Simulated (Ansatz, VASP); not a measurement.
# TiCo3: VASP beside Ansatz

Contents of INCAR:

```
SYSTEM = TiCo3
  PREC = Accurate
  ENCUT = 600
  EDIFF = 1E-7
  ISMEAR = 0
  SIGMA = 0.1
  LREAL = .FALSE.
  LASPH = .TRUE.
  NELM = 150
  ALGO = Normal
  ISIF = 3
  LWAVE = .FALSE.
  LCHARG = .FALSE.
  ISPIN = 2
  MAGMOM = -0.43 1.22 1.22 1.22
  LORBIT = 11
  LMAXMIX = 4
  IBRION = 2
  NSW = 70
  EDIFFG = -0.005
```

The input KPOINTS:

```
Automatic mesh
0
G
  12 12 12
  0 0 0
```

Contents of POSCAR:

```
TiCo3
1.0
    3.6047343864      0.0000000000      0.0000000000
    0.0000000000      3.6047343864      0.0000000000
    0.0000000000      0.0000000000      3.6047343864
Ti Co
1 3
Direct
    0.0000000000      0.0000000000      0.0000000000
    0.0000000000      0.5000000000      0.5000000000
    0.5000000000      0.0000000000      0.5000000000
    0.5000000000      0.5000000000      0.0000000000
```

Input for Ansatz:

```yaml
crystal:
  lattice:
    - [3.6047343864, 0.0, 0.0]
    - [0.0, 3.6047343864, 0.0]
    - [0.0, 0.0, 3.6047343864]
  atoms:
    - { symbol: Ti, position: [0.0, 0.0, 0.0], spin: -0.43 }
    - { symbol: Co, position: [0.0, 0.5, 0.5], spin: 1.22 }
    - { symbol: Co, position: [0.5, 0.0, 0.5], spin: 1.22 }
    - { symbol: Co, position: [0.5, 0.5, 0.0], spin: 1.22 }
basis:
  ecutwfc: 420
kpoints:
  mp_grid: { grid: [12, 12, 12] }
hamiltonian:
  xc: lda
scf:
  occupations: { method: gaussian, width: 0.1 }
output:
  forces: true
  stress: true
  eigenvalues: true
  populations: true
magnetization:
  spin_polarized: true
relax:
  adjacent_minimum: "off"
  f_tol: 0.005
  max_steps: 50
  cell: { stress_tol: 0.05 }
```

Alike in both runs: task relaxation of cell and atoms; functional LDA; k mesh 12 × 12 × 12; occupations gaussian, width 0.1 eV; collinear spin.

|  | VASP | Ansatz |
| --- | --- | --- |
| version | VASP 6.6.1 | Ansatz 0.2.0 |
| potentials or method | VASP PAW LDA potentials, release 64 (Ti_sv, Co), cutoff 600 eV | scalar-relativistic, plane waves, PAW |
| valence electrons in the cell | 39 | 63 |

```tsv
	VASP	Ansatz	Ansatz less VASP
gap on the k mesh at the Fermi level, each at its own relaxed structure (eV)	none	none	-
net moment per atom (μB)	0.00	0.00	0.000
relaxed volume (Å³/atom)	10.61	10.63	+0.020
relaxed length of the cell vector where the two differ most in proportion (Å)	3.488	3.490	+0.0022
```

LDA's correlation is that of Perdew and Zunger in VASP and of Perdew and Wang (1992) in Ansatz. A gap of «none» marks a metal or a gap that the smearing closes. VASP's potentials hold 39 valence electrons a cell and Ansatz's 63, so a difference there can come from the potentials and not from the codes. Ansatz's warnings: seeded moment not kept.
